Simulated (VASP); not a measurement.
Input of a VASP 6.6.1 run:

The input INCAR:

```
PREC = Accurate
ENCUT = 520
EDIFF = 1E-6
ISMEAR = -1
SIGMA = 0.05
LREAL = False
LASPH = True
NELM = 150
ALGO = Normal
ISIF = 2
LWAVE = False
LCHARG = False
ISPIN = 2
MAGMOM = 2
LORBIT = 11
LMAXMIX = 4
LDIPOL = True
IDIPOL = 3
DIPOL = 0.5 0.5 0.294
GGA = PE
IBRION = 2
NSW = 80
EDIFFG = -0.02
LUSENCCL = False
```

KPOINTS

```
regular mesh
0
Gamma
  13 13 1
```

POSCAR

```
Co
1.0
    2.3471500000      0.0000000000      0.0000000000
   -1.1735800000      2.0326900000      0.0000000000
    0.0000000000      0.0000000000     23.8000000000
Co
1
Direct
    0.0000000000      0.0000000000      0.2941200000
```

Potentials or basis: VASP PAW PBE potentials, release 64 (Co).

Launch:

```bash
$ cat potpaw_PBE.64/Co/POTCAR > POTCAR
$ mpirun -np 1 vasp_std > vasp.out
```

(1) What does it give for the net moment?

(2) What does it give for the site moments?

Results:

(1) 1.72 μB per cell.

(2) Co +1.77 μB.

Caveat: the relaxation stopped at its first step, so nothing moved.
